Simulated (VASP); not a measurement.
Write the native input for VASP 6.6.1 that does the following.

```yaml
Task: single point
Functional: b88 exchange, pbe correlation
Potentials_or_basis: VASP PAW PBE potentials, release 64 (Fe_sv)
Cutoff: 690 eV
k_mesh: 13 × 13 × 13
Occupations: fermi-dirac, width 0.05 eV
Spin: collinear spin, ferromagnetic start
Starting_moments: "[3.0] μB"
Dipole_correction: no
Further_INCAR_settings: ALGO = Normal; EDIFF = 1e-06; NBANDS = 18
```

The structure of Fe lies in POSCAR:

```
Fe
1.0
   -1.4619890197      1.4619890197      1.4619890197
    1.4619890197     -1.4619890197      1.4619890197
    1.4619890197      1.4619890197     -1.4619890197
Fe
1
Direct
    0.0000000000      0.0000000000      0.0000000000
```

These files were run (other wordings do the same):

INCAR

```
  PREC = Accurate
  ENCUT = 690
  EDIFF = 1E-6
  ISMEAR = -1
  SIGMA = 0.05
  LREAL = F
  LASPH = T
  NELM = 200
  ALGO = Normal
  ISIF = 2
  LWAVE = F
  LCHARG = T
  ISPIN = 2
  MAGMOM = 3
  LORBIT = 11
  LMAXMIX = 4
  GGA = LIBXC
  LIBXC1 = GGA_X_B88
  LIBXC2 = GGA_C_PBE
  LELF = T
  LVHAR = T
  NBANDS = 18
  GGA_COMPAT = F
```

KPOINTS

```
Automatic mesh
0
Gamma
  13 13 13
```

Potentials or basis: VASP PAW PBE potentials, release 64 (Fe_sv).

Run with:

```sh
$ cat potpaw_PBE.64/Fe_sv/POTCAR > POTCAR
$ mpirun -np 1 vasp_std > vasp.out
```

Results of the run:

| Property | Result |
| --- | --- |
| Pressure | -14.8 GPa |
| Net moment | 2.38 μB per cell |
| Site moments | Fe +2.39 μB |
| Valence electrons inside the program's atomic spheres | Fe 13.71 |

Caveat: the cell stands under tension; the PAW data sets were made with another functional, which shifts forces and pressure a little.

Run time: 20 s on 1 thread of Intel(R) Xeon(R) 6975P-C (Granite Rapids), on a shared host, peak memory 0.17 GiB.
